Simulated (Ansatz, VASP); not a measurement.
This is a calculation of I for VASP 6.6.1.

The input POSCAR:

```
I
1.0
    0.0000000000      2.3656004428      3.9098401324
    2.1922454667      0.0000000000      3.9098401324
    2.1922454667      2.3656004428      0.0000000000
I
1
Direct
    0.0000000000      0.0000000000      0.0000000000
```

The input INCAR.step1:

```
PREC = Accurate ; ENCUT = 520
EDIFF = 1E-5 ; ISMEAR = -1
SIGMA = 0.05 ; LREAL = F
LASPH = T ; NELM = 80
ALGO = Normal ; ISIF = 2
LWAVE = T ; LCHARG = F
GGA = PE ; NBANDS = 10
```

The input INCAR.step2:

```
PREC = Accurate ; ENCUT = 520
EDIFF = 1E-6 ; ISMEAR = -1
SIGMA = 0.05 ; LREAL = F
LASPH = T ; NELM = 80
ALGO = Normal ; ISIF = 2
LWAVE = F ; LCHARG = F
GGA = PE ; LHFCALC = T
AEXX = 0.25 ; PRECFOCK = Normal
ISTART = 1 ; NBANDS = 10
```

The input KPOINTS:

```
regular mesh
0
Gamma
  5 5 5
```

Potentials or basis: VASP PAW PBE potentials, release 64 (I).

Launch:

```console
$ cat potpaw_PBE.64/I/POTCAR > POTCAR
$ cp INCAR.step1 INCAR
$ mpirun -np 1 vasp_std > vasp.out
$ cp INCAR.step2 INCAR
$ mpirun -np 1 vasp_std > vasp.out
```

Q: Translate it to Ansatz 0.2.0. Potentials there: Ansatz PAW.

A: As run (the cutoff follows the program's own potentials):

input.yaml

```yaml
crystal:
  lattice:
    - [0.0, 2.3656004428, 3.9098401324]
    - [2.1922454667, 0.0, 3.9098401324]
    - [2.1922454667, 2.3656004428, 0.0]
  atoms:
    - { symbol: I, position: [0.0, 0.0, 0.0] }
hamiltonian:
  xc: pbe0
  pseudopotentials: { kind: paw }
kpoints:
  mp_grid: { grid: [5, 5, 5] }
scf:
  occupations: { method: fermi_dirac, width: 0.05 }
output:
  forces: true
  stress: true
  eigenvalues: true
```

Potentials or basis: Ansatz PAW.

Command:

```sh
$ ansatz run input.yaml --threads 2 --pin off --max-ram 5632MiB --backend cpu --events-out ev --progress --plain --runs-dir out
```

Both were run:

|  | VASP | Ansatz | Ansatz less VASP |
| --- | --- | --- | --- |
| gap on the k mesh at the Fermi level (eV) | none | none | - |
| pressure (GPa) | -1.2 | -1.0 | +0.21 |
| traceless stress, the component that is largest in VASP (GPa) | 1.65 | 1.53 | -0.125 |

A gap of «none» marks a metal or a gap that the smearing closes. With one functional, cell and mesh, what is left measures potentials, basis and numerics. VASP's potentials hold 7 valence electrons a cell and Ansatz's 17, so a difference there can come from the potentials and not from the codes.

The k mesh is coarse, so the values compare programs but aren't converged. Spin-orbit coupling is off throughout.
